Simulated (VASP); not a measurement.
## CaB6: single point with PBEsol

Crystal: CaB6.

```
Ca B
1.0
     3.99961    0.00000    0.00000
     0.00000    3.99961    0.00000
     0.00000    0.00000    3.99961
Ca B
1 6
Direct
  0.50000 0.50000 0.50000
  0.00000 0.00000 0.29994
  0.00000 0.00000 0.70006
  0.29994 0.00000 0.00000
  0.70006 0.00000 0.00000
  0.00000 0.29994 0.00000
  0.00000 0.70006 0.00000
```

```
Program                : VASP 6.6.1
Task                   : single point
Functional             : PBEsol
Potentials or basis    : VASP PAW PBE potentials, release 64 (Ca_sv, B)
Cutoff                 : 520 eV
k mesh                 : 10 × 10 × 10
Occupations            : gaussian, width 0.1 eV
Spin                   : no spin polarisation
Dipole correction      : no
Further INCAR settings : ALGO = Normal; EDIFF = 1e-06; NBANDS = 23
```

* Pressure: 17.4 GPa
* Largest force: 0.042 eV/Å
* Band gap on the k mesh: 0.05 eV (least direct gap 0.29 eV)

Forces on the atoms (eV/Å):
```
Ca   0.000  0.000  0.000
B    0.000  0.000  0.042
B    0.000  0.000 -0.042
B    0.042  0.000  0.000
B   -0.042  0.000  0.000
B    0.000  0.042  0.000
B    0.000 -0.042  0.000
```

Levels at points of the mesh, in eV from the valence-band top:
| k point | band 12 | band 13 | band 14 | band 15 | band 16 | band 17 |
| --- | --- | --- | --- | --- | --- | --- |
| (0.00, 0.00, 0.00) | -0.29 | -0.29 | -0.29 | 2.91 | 2.91 | 2.91 |
| (0.50, 0.00, 0.00) | -2.54 | -1.84 | -0.35 | 0.18 | 3.48 | 3.48 |
| (0.50, 0.50, 0.00) | -2.95 | -1.50 | -1.50 | 3.27 | 3.27 | 4.41 |
| (0.50, 0.50, 0.50) | -1.06 | -1.06 | -1.06 | 4.70 | 5.24 | 5.24 |

Run time: 38 s on 1 thread of Intel(R) Xeon(R) 6975P-C (Granite Rapids), with other jobs on the host, peak memory 0.21 GiB.

Caveat: the cell stands under pressure; the PAW data sets were made with another functional, which shifts forces and pressure a little. A k mesh can miss the band edges.
